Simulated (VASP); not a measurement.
# SiSbTe3 (Pm-3m) in VASP: a series of runs

Runs on SiSbTe3. Level: PBE. Tasks: single point, relaxation of cell and atoms.

All numbers are computed with VASP 6.6.1; they aren't measurements. Logs are shortened: lines on timing, memory, paths and dates and some standing lists are left out, and cuts for length are marked.

## (1) The cell of the first run

The structure is cubic, space group Pm-3m (No. 221). Conventional cell: a = 5.705 Å, b = 5.705 Å, c = 5.705 Å, α = 90.00°, β = 90.00°, γ = 90.00°. Within 5.3 Å of Si (site symmetry m-3m) lie 12 Te at 4.03 Å and 8 Sb at 4.94 Å. Within 3.8 Å of Sb (site symmetry m-3m) lie 6 Te at 2.85 Å. Within 3.8 Å of Te (site symmetry 4/mmm) lie 2 Sb at 2.85 Å.

## (2) Single point, PBE

File INCAR:

```
ALGO     = Normal         # electronic algorithm
EDIFF    = 1E-6           # SCF threshold, eV
ENCUT    = 500            # plane-wave cutoff, eV
GGA      = PE             # functional
GGA_COMPAT= False        
ISIF     = 2              # what is computed and relaxed
ISMEAR   = 0              # smearing method
LASPH    = True           # aspherical terms in the spheres
LCHARG   = False          # write CHGCAR
LREAL    = False          # projectors in reciprocal space
LWAVE    = False          # write WAVECAR
NBANDS   = 22             # bands
NELM     = 120            # most SCF steps
PREC     = Accurate       # precision mode
SIGMA    = 0.1            # smearing width, eV
```

File KPOINTS:

```
k-points
0
Gamma
  4 4 4
```

File POSCAR:

```
SiSbTe3
1.0
    5.7048528230      0.0000000000      0.0000000000
    0.0000000000      5.7048528230      0.0000000000
    0.0000000000      0.0000000000      5.7048528230
Si Sb Te
1 1 3
Direct
    0.0000000000      0.0000000000      0.0000000000
    0.5000000000      0.5000000000      0.5000000000
    0.0000000000      0.5000000000      0.5000000000
    0.5000000000      0.5000000000      0.0000000000
    0.5000000000      0.0000000000      0.5000000000
```

Potentials or basis: VASP PAW PBE potentials, release 64 (Si, Sb, Te).

Started as:

```
$ cat potpaw_PBE.64/Si/POTCAR potpaw_PBE.64/Sb/POTCAR potpaw_PBE.64/Te/POTCAR > POTCAR
$ mpirun -np 1 vasp_std > vasp.out
```

OUTCAR:

```text
EDIFF = 1E-6
   ENCUT = 500
   GGA = PE
   ISIF = 2
   ISMEAR = 0
   LASPH = True
   LREAL = False
   NELM = 120
   PREC = Accurate

 ion  position               nearest neighbor table
   1  0.000  0.000  0.000-
   2  0.500  0.500  0.500-   3 2.85   4 2.85   5 2.85   4 2.85   5 2.85   3 2.85
   3  0.000  0.500  0.500-   2 2.85   2 2.85
   4  0.500  0.500  0.000-   2 2.85   2 2.85
   5  0.500  0.000  0.500-   2 2.85   2 2.85

  LATTYP: Found a simple cubic cell.
 ALAT       =     5.7048528230

  Lattice vectors:

 A1 = (   5.7048528230,   0.0000000000,   0.0000000000)
 A2 = (   0.0000000000,   5.7048528230,   0.0000000000)
 A3 = (   0.0000000000,   0.0000000000,   5.7048528230)

Analysis of symmetry for initial positions (statically):
=====================================================================
 Subroutine PRICEL returns:
 Original cell was already a primitive cell.

 Routine SETGRP: Setting up the symmetry group for a
 simple cubic supercell.

 Subroutine GETGRP returns: Found 48 space group operations
[... 9 lines left out ...]

 Routine SETGRP: Setting up the symmetry group for a
 simple cubic supercell.

 Subroutine GETGRP returns: Found 48 space group operations
[... 11 lines left out ...]
                                     Primitive cell

  volume of cell :     185.6664

  direct lattice vectors                    reciprocal lattice vectors
     5.704852823  0.000000000  0.000000000     0.175289360  0.000000000  0.000000000
     0.000000000  5.704852823  0.000000000     0.000000000  0.175289360  0.000000000
     0.000000000  0.000000000  5.704852823     0.000000000  0.000000000  0.175289360

  length of vectors
     5.704852823  5.704852823  5.704852823     0.175289360  0.175289360  0.175289360

  position of ions in fractional coordinates (direct lattice)
     0.000000000  0.000000000  0.000000000
     0.500000000  0.500000000  0.500000000
     0.000000000  0.500000000  0.500000000
     0.500000000  0.500000000  0.000000000
     0.500000000  0.000000000  0.500000000

  ion indices of the primitive-cell ions
   primitive index   ion index
                 1           1
                 2           2
                 3           3
                 4           4
                 5           5

----------------------------------------------------------------------------------------

 KPOINTS: k-points

Automatic generation of k-mesh.
 Grid dimensions read from file:
 generate k-points for:    4    4    4

 Generating k-lattice:

  Cartesian coordinates                     Fractional coordinates (reciprocal lattice)
     0.043822340  0.000000000  0.000000000     0.250000000  0.000000000  0.000000000
     0.000000000  0.043822340  0.000000000     0.000000000  0.250000000  0.000000000
     0.000000000  0.000000000  0.043822340     0.000000000  0.000000000  0.250000000

  Length of vectors
     0.043822340  0.043822340  0.043822340

  Shift w.r.t. Gamma in fractional coordinates (k-lattice)
     0.000000000  0.000000000  0.000000000

 Subroutine IBZKPT returns following result:
 ===========================================

 Found     10 irreducible k-points:

 Following reciprocal coordinates:
            Coordinates               Weight
  0.000000  0.000000  0.000000      1.000000
  0.250000  0.000000  0.000000      6.000000
  0.500000  0.000000  0.000000      3.000000
  0.250000  0.250000  0.000000     12.000000
  0.500000  0.250000  0.000000     12.000000
  0.500000  0.500000  0.000000      3.000000
  0.250000  0.250000  0.250000      8.000000
  0.500000  0.250000  0.250000     12.000000
  0.500000  0.500000  0.250000      6.000000
  0.500000  0.500000  0.500000      1.000000
   k-points           NKPTS =     10   k-points in BZ     NKDIM =     10   number of bands    NBANDS=     22
   number of dos      NEDOS =    301   number of ions     NIONS =      5
   total plane-waves  NPLWV =  74088
   dimension x,y,z NGX =    42 NGY =   42 NGZ =   42
   dimension x,y,z NGXF=    84 NGYF=   84 NGZF=   84
   ions per type =               1   1   3
   NGX,Y,Z   is equivalent  to a cutoff of  12.24, 12.24, 12.24 a.u.
   NGXF,Y,Z  is equivalent  to a cutoff of  24.48, 24.48, 24.48 a.u.
 SYSTEM =  unknown system
   PREC   = accura    normal or accurate (medium, high low for compatibility)
   ISTART =      0    job   : 0-new  1-cont  2-samecut
   ICHARG =      2    charge: 1-file 2-atom 10-const
   ISPIN  =      1    spin polarized calculation?
   LNONCOLLINEAR =      F non collinear calculations
   LSORBIT =      F    spin-orbit coupling
   LASPH  =      T    aspherical Exc in radial PAW
   ENCUT  =  500.0 eV  36.75 Ry    6.06 a.u.  10.40 10.40 10.40*2*pi/ulx,y,z
   NELM   =    120;   NELMIN=  2; NELMDL= -5     # of ELM steps
   EDIFF  = 0.1E-05   stopping-criterion for ELM
   LREAL  =      F    real-space projection
   EDIFFG = 0.1E-04   stopping-criterion for IOM
   NSW    =      0    number of steps for IOM
   IBRION =     -1    ionic relax: 0-MD 1-quasi-New 2-CG
   NFREE  =      0    steps in history (QN), initial steepest desc. (CG)
   ISIF   =      2    stress and relaxation
   ISYM   =      2    0-nonsym 1-usesym 2-fastsym
   POTIM  = 0.5000    time-step for ionic-motion
   TEBEG  =    0.0;   TEEND  =   0.0 temperature during run
   PSTRESS=    0.0 pullay stress
   NELECT =      27.0000    total number of electrons
   NUPDOWN=      -1.0000    fix difference up-down
   EMIN   =  10.00;   EMAX   =-10.00  energy-range for DOS
   EFERMI =   0.00;   METHOD = LEGACY
   ISMEAR =     0;   SIGMA  =   0.10  broadening in eV -4-tet -1-fermi 0-gaus
   EFERMI_NEDOS =   21; number of points for ismear=-14 and -15
   IALGO  =     38    algorithm
   IMIX   =      4    mixing-type and parameters
     AMIX     =   0.40;   BMIX     =  1.00
     AMIX_MAG =   1.60;   BMIX_MAG =  1.00
  volume/ion in A,a.u.               =      37.13       250.59
  Fermi-wavevector in a.u.,A,eV,Ry     =   0.860898  1.626861 10.083892  0.741145
  Thomas-Fermi vector in A             =   1.978471
   LORBIT       =      0    0 simple, 1 ext, 2 COOP (PROOUT), +10 PAW based schemes
   GGA     = PE    functional components
   LHFCALC =     F    Hartree Fock is set to
   AEXX    =    0.0000 exact exchange contribution
   IVDW    =     0    specifies the selected vdW correction
   LEPSILON=     F    determine dielectric tensor
   LRPA    =     F    only Hartree local field effects (RPA)
 non-spin polarized calculation
 Gauss-broadening in eV      SIGMA  =   0.10
  energy-cutoff  :      500.00
  volume of cell :      185.67
 maximum number of plane-waves:      4737
 NGX is ok and might be reduce to    42
   NGX = 21   NGY = 21   NGZ = 21

 number of electron      27.0000001 magnetization

 Free energy of the ion-electron system (eV)
  ---------------------------------------------------
  ext. energy  EPLUGINS =         0.00000000
  ---------------------------------------------------
  free energy    TOTEN  =       -14.20383507 eV

  energy without entropy =      -14.16586370  energy(sigma->0) =      -14.18484938

 E-fermi :   3.8379     XC(G=0):  -8.4255

 val. band max:        3.8031215236   @ k =   0.5000   0.5000   0.0000
 cond. band min:       3.8960224870   @ k =   0.5000   0.2500   0.2500
 fundamental gap:      0.0929009634
 Fermi energy:         3.8378801151

 k-point     1 :       0.0000    0.0000    0.0000
  band No.  band energies     occupation
      1      -8.8608      2.00000
      2      -6.0839      2.00000
      3      -6.0839      2.00000
      4      -3.3274      2.00000
      5      -2.2230      2.00000
      6      -1.3361      2.00000
[... 14 lines left out ...]
     21       8.3393      0.00000
     22       8.3393      0.00000

 k-point     2 :       0.2500    0.0000    0.0000
  band No.  band energies     occupation
      1      -8.6925      2.00000
      2      -6.4458      2.00000
      3      -6.0763      2.00000
      4      -3.5881      2.00000
      5      -2.7330      2.00000
      6      -1.2437      2.00000
[... 14 lines left out ...]
     21       8.9685      0.00000
     22       9.0021      0.00000

 k-point     3 :       0.5000    0.0000    0.0000
  band No.  band energies     occupation
      1      -8.4607      2.00000
      2      -6.8777      2.00000
      3      -6.0686      2.00000
      4      -3.6358      2.00000
      5      -3.0309      2.00000
      6      -1.1402      2.00000
[... 14 lines left out ...]
     21      10.2139      0.00000
     22      10.2140      0.00000

 k-point     4 :       0.2500    0.2500    0.0000
  band No.  band energies     occupation
      1      -8.5130      2.00000
      2      -6.5045      2.00000
      3      -6.3113      2.00000
      4      -4.0642      2.00000
      5      -2.9453      2.00000
      6      -1.1533      2.00000
[... 14 lines left out ...]
     21       9.0310      0.00000
     22       9.2161      0.00000

 k-point     5 :       0.5000    0.2500    0.0000
  band No.  band energies     occupation
      1      -8.2568      2.00000
      2      -6.8536      2.00000
      3      -6.3658      2.00000
      4      -4.2832      2.00000
      5      -3.0757      2.00000
      6      -1.0525      2.00000
[... 14 lines left out ...]
     21      10.0513      0.00000
     22      10.3496      0.00000

 k-point     6 :       0.5000    0.5000    0.0000
  band No.  band energies     occupation
      1      -7.9368      2.00000
      2      -6.8289      2.00000
      3      -6.8289      2.00000
      4      -4.5926      2.00000
      5      -3.1229      2.00000
      6      -0.9553      2.00000
[... 14 lines left out ...]
     21      10.4012      0.00000
     22      11.1379      0.00000

 k-point     7 :       0.2500    0.2500    0.2500
  band No.  band energies     occupation
      1      -8.3206      2.00000
      2      -6.4913      2.00000
      3      -6.4913      2.00000
      4      -4.7163      2.00000
      5      -3.0170      2.00000
      6       0.1374      2.00000
[... 14 lines left out ...]
     21       9.0517      0.00000
     22       9.0517      0.00000

 k-point     8 :       0.5000    0.2500    0.2500
  band No.  band energies     occupation
      1      -8.0339      2.00000
      2      -6.8334      2.00000
      3      -6.4779      2.00000
      4      -5.0685      2.00000
      5      -3.0712      2.00000
      6       0.2781      2.00000
[... 14 lines left out ...]
     21       9.8441      0.00000
     22       9.9775      0.00000

 k-point     9 :       0.5000    0.5000    0.2500
  band No.  band energies     occupation
      1      -7.6565      2.00000
      2      -6.8127      2.00000
      3      -6.8127      2.00000
      4      -5.5469      2.00000
      5      -3.0687      2.00000
      6       0.5850      2.00000
[... 14 lines left out ...]
     21      10.2652      0.00000
     22      10.2958      0.00000

 k-point    10 :       0.5000    0.5000    0.5000
  band No.  band energies     occupation
      1      -6.8571      2.00000
      2      -6.7964      2.00000
      3      -6.7964      2.00000
      4      -6.7964      2.00000
      5      -3.0105      2.00000
      6       0.7404      2.00000
[... 14 lines left out ...]
     21       9.5738      0.00000
     22       9.7120      0.00000

------------------------ aborting loop because EDIFF is reached ----------------------------------------

  FORCE on cell =-STRESS in cart. coord.  units (eV):
  Direction    XX          YY          ZZ          XY          YZ          ZX
  --------------------------------------------------------------------------------------
  -------------------------------------------------------------------------------------
  Total        0.2710449      0.2710449      0.2710449     -0.0000000     -0.0000000      0.0000000
  in kB        2.3389365      2.3389365      2.3389365     -0.0000000     -0.0000000      0.0000000
  external PRESSURE =       2.3389365 kB  Pullay stress =       0.0000000 kB

 VOLUME and BASIS-vectors are now :
 -----------------------------------------------------------------------------
  energy-cutoff  :      500.00
  volume of cell :      185.67
      direct lattice vectors                 reciprocal lattice vectors
     5.704852823  0.000000000  0.000000000     0.175289360  0.000000000  0.000000000
     0.000000000  5.704852823  0.000000000     0.000000000  0.175289360  0.000000000
     0.000000000  0.000000000  5.704852823     0.000000000  0.000000000  0.175289360

 POSITION                                       TOTAL-FORCE (eV/Angst)
 -----------------------------------------------------------------------------------
      0.00000      0.00000      0.00000         0.000000      0.000000      0.000000
      2.85243      2.85243      2.85243         0.000000      0.000000      0.000000
      0.00000      2.85243      2.85243         0.000000      0.000000      0.000000
      2.85243      2.85243      0.00000         0.000000      0.000000      0.000000
      2.85243      0.00000      2.85243         0.000000      0.000000      0.000000
 -----------------------------------------------------------------------------------
    total drift:                               -0.000000     -0.000000      0.000000

  FREE ENERGIE OF THE ION-ELECTRON SYSTEM (eV)
  ---------------------------------------------------
  free  energy   TOTEN  =       -14.2038350691 eV

  energy  without entropy=      -14.1658636982  energy(sigma->0) =      -14.18484938
```

Run time: 34 s. Hardware: 1 thread of Intel Xeon 6975P-C, shared host; peak memory 0.27 GiB.

What came out:

```
Free energy : -14.2038 eV
Pressure    : 0.2 GPa
```

Levels at points of the mesh, in eV from the Fermi level:
```tsv
k point	band 10	band 11	band 12	band 13	band 14	band 15	band 16	band 17	band 18	band 19
(0.00, 0.00, 0.00)	-1.18	-1.18	-0.59	-0.59	-0.59	1.41	1.41	1.41	4.08	4.08
(0.50, 0.00, 0.00)	-1.68	-1.00	-0.57	-0.57	-0.44	0.51	0.82	0.82	1.29	4.57
(0.50, 0.50, 0.00)	-1.31	-1.31	-0.93	-0.03	0.09	0.09	0.59	0.86	1.74	1.74
(0.50, 0.50, 0.50)	-0.90	0.22	0.22	0.22	0.63	0.63	0.63	1.27	1.27	1.27
```

Caveat: spin-orbit coupling is left out, which moves the levels of the heavy elements.

## (3) Relaxation of cell and atoms, PBE

This run uses another cell than the first one, of 26.98 Å³/atom, 0.727 times its volume.

File INCAR:

```
SYSTEM = SiSbTe3
ALGO = Normal
EDIFF = 1E-7
EDIFFG = -0.04
ENCUT = 500
GGA = PE
GGA_COMPAT = .False.
IBRION = 2
ISIF = 3
ISMEAR = 0
LASPH = .True.
LCHARG = .False.
LREAL = .False.
LWAVE = .False.
NELM = 120
NELMIN = 4
NSW = 90
PREC = Accurate
SIGMA = 0.1
```

File KPOINTS:

```
k-points
0
Gamma
  4 4 4
  0 0 0
```

Edit POSCAR of step 2 so:

```diff
@@ -2,5 +2,5 @@
 1.0
-    5.7048528230      0.0000000000      0.0000000000
-    0.0000000000      5.7048528230      0.0000000000
-    0.0000000000      0.0000000000      5.7048528230
+    5.1289166200      0.0000000000      0.0000000000
+    0.0000000000      5.1289166200      0.0000000000
+    0.0000000000      0.0000000000      5.1289166200
 Si Sb Te
```

Potentials or basis: VASP PAW PBE potentials, release 64 (Si, Sb, Te).

Started as:

```
$ cat potpaw_PBE.64/Si/POTCAR potpaw_PBE.64/Sb/POTCAR potpaw_PBE.64/Te/POTCAR > POTCAR
$ mpirun -np 1 vasp_std > vasp.out
```

It took 1.9 min on 1 thread of Intel Xeon 6975P-C, shared host; peak memory 0.26 GiB.

Results (log left out):

```
Free energy                            : -14.2028 eV
Relaxed volume                         : 37.50 Å³/atom
Relaxed cell                           : a = 5.723 Å, b = 5.723 Å, c = 5.723 Å, α = 90.00°, β = 90.00°, γ = 90.00°
Space group after relaxing (to 0.05 Å) : Pm-3m (No. 221)
Energy gained by relaxing              : 534.5 meV/atom
Ionic steps                            : 4
Pressure after relaxing                : -0.1 GPa
```

The path:
```tsv
step	energy change (eV)	largest force (eV/Å)	pressure (GPa)	volume (Å³)
1	0.0000	0.0000	22.44	134.92
2	-2.1737	0.0000	-3.77	223.01
3	-2.6715	0.0000	0.26	185.58
4	-2.6725	0.0000	-0.07	187.48
```

Final structure:
```yaml
crystal:
  lattice:
    - [5.72336, 0.00000, 0.00000]
    - [0.00000, 5.72336, 0.00000]
    - [0.00000, 0.00000, 5.72336]
  atoms:
    - { symbol: Si, position: [0.00000, 0.00000, 0.00000] }
    - { symbol: Sb, position: [0.50000, 0.50000, 0.50000] }
    - { symbol: Te, position: [0.00000, 0.50000, 0.50000] }
    - { symbol: Te, position: [0.50000, 0.50000, 0.00000] }
    - { symbol: Te, position: [0.50000, 0.00000, 0.50000] }
```

Levels at points of the mesh, in eV from the Fermi level:
| k point | band 11 | band 12 | band 13 | band 14 | band 15 | band 16 | band 17 |
| --- | --- | --- | --- | --- | --- | --- | --- |
| (0.00, 0.00, 0.00) | -1.16 | -0.58 | -0.58 | -0.58 | 1.39 | 1.39 | 1.39 |
| (0.50, 0.00, 0.00) | -0.98 | -0.56 | -0.56 | -0.44 | 0.49 | 0.81 | 0.81 |
| (0.50, 0.50, 0.00) | -1.28 | -0.92 | -0.03 | 0.09 | 0.09 | 0.58 | 0.84 |
| (0.50, 0.50, 0.50) | 0.21 | 0.21 | 0.21 | 0.62 | 0.62 | 0.62 | 1.25 |

Caveat: the volume moved by over 15 % at a fixed basis, so the end points are rough; spin-orbit coupling is left out, which moves the levels of the heavy elements.
